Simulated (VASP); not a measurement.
# Al2Au (sol) (Fm-3m) in VASP: further runs

The runs below take Al2Au (sol) through single point, relaxation of cell and atoms, with PBEsol.

Program: VASP 6.6.1. These are calculated values, not measurements. Logs are shortened: lines on timing, memory, paths and dates and some standing lists are left out, and cuts for length are marked.

### Step 1. The cell of the first run

The structure is cubic, space group Fm-3m (No. 225). Conventional cell: a = 6.005 Å, b = 6.005 Å, c = 6.005 Å, α = 90.00°, β = 90.00°, γ = 90.00°. Within 3.4 Å of Al (site symmetry -43m) lie 4 Au at 2.60 Å and 6 Al at 3.00 Å. Au (site symmetry m-3m) has 8 Al at 2.60 Å within 3.4 Å.

### Step 2. Single point, PBEsol

Contents of INCAR:

```
SYSTEM = Al2Au
PREC = Accurate
ENCUT = 520
EDIFF = 1E-7
ISMEAR = 0
SIGMA = 0.1
LREAL = .FALSE.
LASPH = .TRUE.
NELM = 60
ALGO = Normal
ISIF = 2
LWAVE = .FALSE.
LCHARG = .FALSE.
GGA = PS
NBANDS = 16
```

Contents of KPOINTS:

```
Automatic mesh
0
G
  6 6 6
  0 0 0
```

Contents of POSCAR:

```
Al2Au
1.0
    0.0000000000      3.0023346600      3.0023346600
    3.0023346600      0.0000000000      3.0023346600
    3.0023346600      3.0023346600      0.0000000000
Al Au
2 1
Direct
    0.2500000000      0.2500000000      0.2500000000
    0.7500000000      0.7500000000      0.7500000000
    0.0000000000      0.0000000000      0.0000000000
```

Potentials or basis: VASP PAW PBE potentials, release 64 (Al, Au).

Command:

```sh
> cat potpaw_PBE.64/Al/POTCAR potpaw_PBE.64/Au/POTCAR > POTCAR
> mpirun -np 1 vasp_std > vasp.out
```

OUTCAR:

```text
SYSTEM = Al2Au
   PREC = Accurate
   ENCUT = 520
   EDIFF = 1E-7
   ISMEAR = 0
   LREAL = .FALSE.
   LASPH = .TRUE.
   NELM = 60
   ISIF = 2
   GGA = PS

 ion  position               nearest neighbor table
   1  0.250  0.250  0.250-   3 2.60   3 2.60   3 2.60   3 2.60   2 3.00   2 3.00   2 3.00   2 3.00
                             2 3.00   2 3.00
   2  0.750  0.750  0.750-   3 2.60   3 2.60   3 2.60   3 2.60   1 3.00   1 3.00   1 3.00   1 3.00
                             1 3.00   1 3.00
   3  0.000  0.000  0.000-   2 2.60   2 2.60   2 2.60   1 2.60   2 2.60   1 2.60   1 2.60   1 2.60

  LATTYP: Found a face centered cubic cell.
 ALAT       =     6.0046693200

  Lattice vectors:

 A1 = (   0.0000000000,   3.0023346600,   3.0023346600)
 A2 = (   3.0023346600,   0.0000000000,   3.0023346600)
 A3 = (   3.0023346600,   3.0023346600,   0.0000000000)

Analysis of symmetry for initial positions (statically):
=====================================================================
 Subroutine PRICEL returns:
 Original cell was already a primitive cell.

 Routine SETGRP: Setting up the symmetry group for a
 face centered cubic supercell.

 Subroutine GETGRP returns: Found 48 space group operations
[... 9 lines left out ...]

 Routine SETGRP: Setting up the symmetry group for a
 face centered cubic supercell.

 Subroutine GETGRP returns: Found 48 space group operations
[... 11 lines left out ...]
                                     Primitive cell

  volume of cell :      54.1262

  direct lattice vectors                    reciprocal lattice vectors
     0.000000000  3.002334660  3.002334660    -0.166537064  0.166537064  0.166537064
     3.002334660  0.000000000  3.002334660     0.166537064 -0.166537064  0.166537064
     3.002334660  3.002334660  0.000000000     0.166537064  0.166537064 -0.166537064

  length of vectors
     4.245942395  4.245942395  4.245942395     0.288450657  0.288450657  0.288450657

  position of ions in fractional coordinates (direct lattice)
     0.250000000  0.250000000  0.250000000
     0.750000000  0.750000000  0.750000000
     0.000000000  0.000000000  0.000000000

  ion indices of the primitive-cell ions
   primitive index   ion index
                 1           1
                 2           2
                 3           3

----------------------------------------------------------------------------------------

 KPOINTS: Automatic mesh

Automatic generation of k-mesh.
 Grid dimensions read from file:
 generate k-points for:    6    6    6

 Generating k-lattice:

  Cartesian coordinates                     Fractional coordinates (reciprocal lattice)
    -0.027756177  0.027756177  0.027756177     0.166666667  0.000000000  0.000000000
     0.027756177 -0.027756177  0.027756177     0.000000000  0.166666667  0.000000000
     0.027756177  0.027756177 -0.027756177     0.000000000  0.000000000  0.166666667

  Length of vectors
     0.048075109  0.048075109  0.048075109

  Shift w.r.t. Gamma in fractional coordinates (k-lattice)
     0.000000000  0.000000000  0.000000000

 Subroutine IBZKPT returns following result:
 ===========================================

 Found     16 irreducible k-points:

 Following reciprocal coordinates:
            Coordinates               Weight
  0.000000  0.000000  0.000000      1.000000
  0.166667  0.000000  0.000000      8.000000
  0.333333  0.000000  0.000000      8.000000
  0.500000  0.000000  0.000000      4.000000
  0.166667  0.166667  0.000000      6.000000
  0.333333  0.166667  0.000000     24.000000
[... 8 lines left out ...]
 -0.333333  0.333333  0.166667     24.000000
 -0.333333  0.500000  0.166667     12.000000
   k-points           NKPTS =     16   k-points in BZ     NKDIM =     16   number of bands    NBANDS=     16
   number of dos      NEDOS =    301   number of ions     NIONS =      3
   total plane-waves  NPLWV =  32768
   dimension x,y,z NGX =    32 NGY =   32 NGZ =   32
   dimension x,y,z NGXF=    64 NGYF=   64 NGZF=   64
   ions per type =               2   1
   NGX,Y,Z   is equivalent  to a cutoff of  12.53, 12.53, 12.53 a.u.
   NGXF,Y,Z  is equivalent  to a cutoff of  25.06, 25.06, 25.06 a.u.
 SYSTEM =  Al2Au
   PREC   = accura    normal or accurate (medium, high low for compatibility)
   ISTART =      0    job   : 0-new  1-cont  2-samecut
   ICHARG =      2    charge: 1-file 2-atom 10-const
   ISPIN  =      1    spin polarized calculation?
   LNONCOLLINEAR =      F non collinear calculations
   LSORBIT =      F    spin-orbit coupling
   LASPH  =      T    aspherical Exc in radial PAW
   ENCUT  =  520.0 eV  38.22 Ry    6.18 a.u.   7.89  7.89  7.89*2*pi/ulx,y,z
   NELM   =     60;   NELMIN=  2; NELMDL= -5     # of ELM steps
   EDIFF  = 0.1E-06   stopping-criterion for ELM
   LREAL  =      F    real-space projection
   EDIFFG = 0.1E-05   stopping-criterion for IOM
   NSW    =      0    number of steps for IOM
   IBRION =     -1    ionic relax: 0-MD 1-quasi-New 2-CG
   NFREE  =      0    steps in history (QN), initial steepest desc. (CG)
   ISIF   =      2    stress and relaxation
   ISYM   =      2    0-nonsym 1-usesym 2-fastsym
   POTIM  = 0.5000    time-step for ionic-motion
   TEBEG  =    0.0;   TEEND  =   0.0 temperature during run
   PSTRESS=    0.0 pullay stress
   NELECT =      17.0000    total number of electrons
   NUPDOWN=      -1.0000    fix difference up-down
   EMIN   =  10.00;   EMAX   =-10.00  energy-range for DOS
   EFERMI =   0.00;   METHOD = LEGACY
   ISMEAR =     0;   SIGMA  =   0.10  broadening in eV -4-tet -1-fermi 0-gaus
   EFERMI_NEDOS =   21; number of points for ismear=-14 and -15
   IALGO  =     38    algorithm
   IMIX   =      4    mixing-type and parameters
     AMIX     =   0.40;   BMIX     =  1.00
     AMIX_MAG =   1.60;   BMIX_MAG =  1.00
  volume/ion in A,a.u.               =      18.04       121.75
  Fermi-wavevector in a.u.,A,eV,Ry     =   1.112813  2.102911 16.848801  1.238352
  Thomas-Fermi vector in A             =   2.249391
   LORBIT       =      0    0 simple, 1 ext, 2 COOP (PROOUT), +10 PAW based schemes
   GGA     = PS    functional components
   LHFCALC =     F    Hartree Fock is set to
   AEXX    =    0.0000 exact exchange contribution
   IVDW    =     0    specifies the selected vdW correction
   LEPSILON=     F    determine dielectric tensor
   LRPA    =     F    only Hartree local field effects (RPA)
 non-spin polarized calculation
 Gauss-broadening in eV      SIGMA  =   0.10
  energy-cutoff  :      520.00
  volume of cell :       54.13
 maximum number of plane-waves:      1470
   NGX = 15   NGY = 15   NGZ = 15

 number of electron      17.0000001 magnetization

 Free energy of the ion-electron system (eV)
  ---------------------------------------------------
  ext. energy  EPLUGINS =         0.00000000
  ---------------------------------------------------
  free energy    TOTEN  =       -13.47907216 eV

  energy without entropy =      -13.47146536  energy(sigma->0) =      -13.47526876

 E-fermi :   7.5430     XC(G=0): -10.6294

 val. band max:        7.5276361245   @ k =   0.3333   0.1667   0.0000
 cond. band min:       8.0191356625   @ k =   0.5000   0.0000   0.0000
 fundamental gap:      0.4914995380
 Fermi energy:         7.5430276801

 k-point     1 :       0.0000    0.0000    0.0000
  band No.  band energies     occupation
      1      -2.8846      2.00000
      2       1.0710      2.00000
      3       1.0710      2.00000
      4       1.0710      2.00000
      5       2.0291      2.00000
      6       2.0292      2.00000
[... 8 lines left out ...]
     15      13.3857      0.00000
     16      13.3857      0.00000

 k-point     2 :       0.1667    0.0000    0.0000
  band No.  band energies     occupation
      1      -2.5249      2.00000
      2       0.9642      2.00000
      3       1.1546      2.00000
      4       1.1546      2.00000
      5       2.0164      2.00000
      6       2.0164      2.00000
[... 8 lines left out ...]
     15      13.1142      0.00000
     16      13.3237      0.00000

 k-point     3 :       0.3333    0.0000    0.0000
  band No.  band energies     occupation
      1      -1.5628      2.00000
      2       0.8541      2.00000
      3       1.2808      2.00000
      4       1.2808      2.00000
      5       2.0678      2.00000
      6       2.0678      2.00000
[... 8 lines left out ...]
     15      14.9886      0.00000
     16      15.1075      0.00000

 k-point     4 :       0.5000    0.0000    0.0000
  band No.  band energies     occupation
      1      -0.8358      2.00000
      2       1.2096      2.00000
      3       1.3124      2.00000
      4       1.3124      2.00000
      5       2.1477      2.00000
      6       2.1477      2.00000
[... 8 lines left out ...]
     15      16.4806      0.00000
     16      17.4301      0.00000

 k-point     5 :       0.1667    0.1667    0.0000
  band No.  band energies     occupation
      1      -2.3998      2.00000
      2       0.8824      2.00000
      3       1.2182      2.00000
      4       1.2182      2.00000
      5       1.8966      2.00000
      6       2.1025      2.00000
[... 8 lines left out ...]
     15      14.3458      0.00000
     16      14.3458      0.00000

 k-point     6 :       0.3333    0.1667    0.0000
  band No.  band energies     occupation
      1      -1.6040      2.00000
      2       0.7203      2.00000
      3       1.3540      2.00000
      4       1.3736      2.00000
      5       1.8734      2.00000
      6       2.1664      2.00000
[... 8 lines left out ...]
     15      16.1651      0.00000
     16      16.1956      0.00000
[... 115 lines left out ...]
 k-point    13 :       0.5000    0.5000    0.0000
  band No.  band energies     occupation
      1       0.3721      2.00000
      2       0.5712      2.00000
      3       1.4426      2.00000
      4       1.8768      2.00000
      5       1.8768      2.00000
      6       2.3332      2.00000
[... 8 lines left out ...]
     15      18.0010      0.00000
     16      18.0171      0.00000

 k-point    14 :       0.5000    0.3333    0.1667
  band No.  band energies     occupation
      1      -0.6680      2.00000
      2       0.6004      2.00000
      3       1.3489      2.00000
      4       1.6061      2.00000
      5       1.9585      2.00000
      6       2.1690      2.00000
[... 8 lines left out ...]
     15      16.0466      0.00000
     16      17.1409      0.00000

 k-point    15 :      -0.3333    0.3333    0.1667
  band No.  band energies     occupation
      1       0.0603      2.00000
      2       0.7115      2.00000
      3       1.3853      2.00000
      4       1.6939      2.00000
      5       1.7710      2.00000
      6       2.2609      2.00000
[... 8 lines left out ...]
     15      16.3368      0.00000
     16      18.4123      0.00000

 k-point    16 :      -0.3333    0.5000    0.1667
  band No.  band energies     occupation
      1       0.4831      2.00000
      2       0.8639      2.00000
      3       0.9476      2.00000
      4       1.8708      2.00000
      5       1.8770      2.00000
      6       2.4681      2.00000
[... 8 lines left out ...]
     15      18.2249      0.00000
     16      18.7285      0.00000

------------------------ aborting loop because EDIFF is reached ----------------------------------------

  FORCE on cell =-STRESS in cart. coord.  units (eV):
  Direction    XX          YY          ZZ          XY          YZ          ZX
  --------------------------------------------------------------------------------------
  -------------------------------------------------------------------------------------
  Total       -0.0835841     -0.0835841     -0.0835841      0.0000000      0.0000000     -0.0000000
  in kB       -2.4741545     -2.4741545     -2.4741545      0.0000000      0.0000000     -0.0000000
  external PRESSURE =      -2.4741545 kB  Pullay stress =       0.0000000 kB

 VOLUME and BASIS-vectors are now :
 -----------------------------------------------------------------------------
  energy-cutoff  :      520.00
  volume of cell :       54.13
      direct lattice vectors                 reciprocal lattice vectors
     0.000000000  3.002334660  3.002334660    -0.166537064  0.166537064  0.166537064
     3.002334660  0.000000000  3.002334660     0.166537064 -0.166537064  0.166537064
     3.002334660  3.002334660  0.000000000     0.166537064  0.166537064 -0.166537064

 POSITION                                       TOTAL-FORCE (eV/Angst)
 -----------------------------------------------------------------------------------
      1.50117      1.50117      1.50117         0.000000      0.000000      0.000000
      4.50350      4.50350      4.50350        -0.000000     -0.000000     -0.000000
      0.00000      0.00000      0.00000        -0.000000     -0.000000     -0.000000
 -----------------------------------------------------------------------------------
    total drift:                                0.000000     -0.000000      0.000000

  FREE ENERGIE OF THE ION-ELECTRON SYSTEM (eV)
  ---------------------------------------------------
  free  energy   TOTEN  =       -13.4790721571 eV

  energy  without entropy=      -13.4714653633  energy(sigma->0) =      -13.47526876
```

Run time: 14 s. Hardware: 1 thread of Intel Xeon 6975P-C, shared host; peak memory 0.18 GiB.

What came out:

```
Free energy : -13.4791 eV
Pressure    : -0.2 GPa
```

Caveat: the PAW data sets were made with another functional, which shifts forces and pressure a little; spin-orbit coupling is left out, which moves the levels of the heavy elements.

### Step 3. Single point, PBEsol

Contents of INCAR:

```
SYSTEM = Al2Au
ALGO = Normal
EDIFF = 1E-6
ENCUT = 520
GGA = PS
ISIF = 2
ISMEAR = 0
LASPH = .TRUE.
LCHARG = .FALSE.
LREAL = .FALSE.
LWAVE = .FALSE.
NBANDS = 16
NELM = 60
PREC = Accurate
SIGMA = 0.1
```

Contents of KPOINTS:

```
k-points
0
G
  12 12 12
  0 0 0
```

Contents of POSCAR:

```
Al2Au
1.0
    0.0000000000      3.0011078128      3.0011078128
    3.0011078128      0.0000000000      3.0011078128
    3.0011078128      3.0011078128      0.0000000000
Al Au
2 1
Direct
    0.2500000000      0.2500000000      0.2500000000
    0.7500000000      0.7500000000      0.7500000000
    0.0000000000      0.0000000000      0.0000000000
```

Potentials or basis: VASP PAW PBE potentials, release 64 (Al, Au).

Command:

```sh
> cat potpaw_PBE.64/Al/POTCAR potpaw_PBE.64/Au/POTCAR > POTCAR
> mpirun -np 1 vasp_std > vasp.out
```

Run time: 34 s. Hardware: 1 thread of Intel Xeon 6975P-C, shared host; peak memory 0.21 GiB.

It converged, with:

```
Free energy : -13.4780 eV
Pressure    : -0.1 GPa
```

Levels at points of the mesh, in eV from the Fermi level:
| k point | band 5 | band 6 | band 7 | band 8 | band 9 | band 10 | band 11 | band 12 | band 13 | band 14 |
| --- | --- | --- | --- | --- | --- | --- | --- | --- | --- | --- |
| (0.00, 0.00, 0.00) | -5.65 | -5.65 | 2.26 | 2.92 | 2.92 | 2.92 | 3.92 | 3.92 | 3.92 | 5.72 |
| (0.50, 0.00, 0.00) | -5.53 | -5.53 | -5.47 | 0.35 | 0.35 | 3.25 | 3.58 | 3.81 | 3.81 | 8.82 |
| (0.50, 0.50, 0.00) | -5.80 | -5.34 | -5.04 | -2.12 | -2.12 | 1.28 | 2.03 | 7.65 | 9.81 | 9.81 |

Caveat: the PAW data sets were made with another functional, which shifts forces and pressure a little; spin-orbit coupling is left out, which moves the levels of the heavy elements.

### Step 4. Relaxation of cell and atoms, PBEsol

Contents of INCAR:

```
  ALGO = Normal
  EDIFF = 1E-7
  EDIFFG = -0.002
  ENCUT = 600
  GGA = PS
  IBRION = 2
  ISIF = 3
  ISMEAR = 0
  LASPH = T
  LCHARG = F
  LREAL = F
  LWAVE = F
  NELM = 80
  NSW = 100
  PREC = Accurate
  SIGMA = 0.1
```

Contents of KPOINTS:

```
k-points
0
Gamma
  12 12 12
```

Contents of POSCAR:

```
Al2Au
1.0
    0.0000000000      3.0023346600      3.0023346600
    3.0023346600      0.0000000000      3.0023346600
    3.0023346600      3.0023346600      0.0000000000
Al Au
2 1
Direct
    0.2500000000      0.2500000000      0.2500000000
    0.7500000000      0.7500000000      0.7500000000
    0.0000000000      0.0000000000      0.0000000000
```

Command:

```sh
> cat potpaw_PBE.64/Al/POTCAR potpaw_PBE.64/Au/POTCAR > POTCAR
> mpirun -np 1 vasp_std > vasp.out
```

It took 81 s on 1 thread of Intel Xeon 6975P-C, shared host; peak memory 0.25 GiB.

Results (log left out):

| Property | Result |
| --- | --- |
| Free energy | -13.4778 eV |
| Relaxed volume | 18.00 Å³/atom |
| Relaxed cell | a = 4.243 Å, b = 4.243 Å, c = 4.243 Å, α = 60.00°, β = 60.00°, γ = 60.00° |
| Space group after relaxing (to 0.05 Å) | Fm-3m (No. 225) |
| Energy gained by relaxing | 0.0 meV/atom |
| Ionic steps | 3 |
| Pressure after relaxing | 0.0 GPa |

Final structure:
```
CELL_PARAMETERS angstrom
0.00000 3.00009 3.00009
3.00009 0.00000 3.00009
3.00009 3.00009 0.00000
ATOMIC_POSITIONS crystal
Al 0.25000 0.25000 0.25000
Al 0.75000 0.75000 0.75000
Au 0.00000 0.00000 0.00000
```

Levels at points of the mesh, in eV from the Fermi level:
```csv
k point,band 6,band 7,band 8,band 9,band 10,band 11,band 12
"(0.00, 0.00, 0.00)",-5.65,2.27,2.92,2.92,2.92,3.92,3.92
"(0.50, 0.00, 0.00)",-5.53,-5.47,0.35,0.35,3.25,3.59,3.81
"(0.50, 0.50, 0.00)",-5.34,-5.05,-2.12,-2.12,1.28,2.03,7.65
```

Caveat: the PAW data sets were made with another functional, which shifts forces and pressure a little; spin-orbit coupling is left out, which moves the levels of the heavy elements.

### Step 5. Summary

```tsv
task	cell	k mesh	cutoff (eV)	gap on the mesh (eV)	pressure (GPa)
single point	a = 4.246 Å, angles 60.0°, 3 atoms	6 × 6 × 6	520	none	-0.2
single point	a = 4.244 Å, angles 60.0°, 3 atoms	12 × 12 × 12	520	none	-0.1
relaxation of cell and atoms	relaxed from a = 4.246 Å, angles 60.0°, 3 atoms	12 × 12 × 12	600	none	0.0
```

Alike in all rows: level PBEsol; potentials or basis VASP PAW PBE potentials, release 64 (Al, Au); no spin polarisation; smearing gaussian 0.1 eV.

Caveats: the PAW data sets were made with another functional, which shifts forces and pressure a little; spin-orbit coupling is left out, which moves the levels of the heavy elements.

Absolute energies hang on the potentials; compare differences alone.
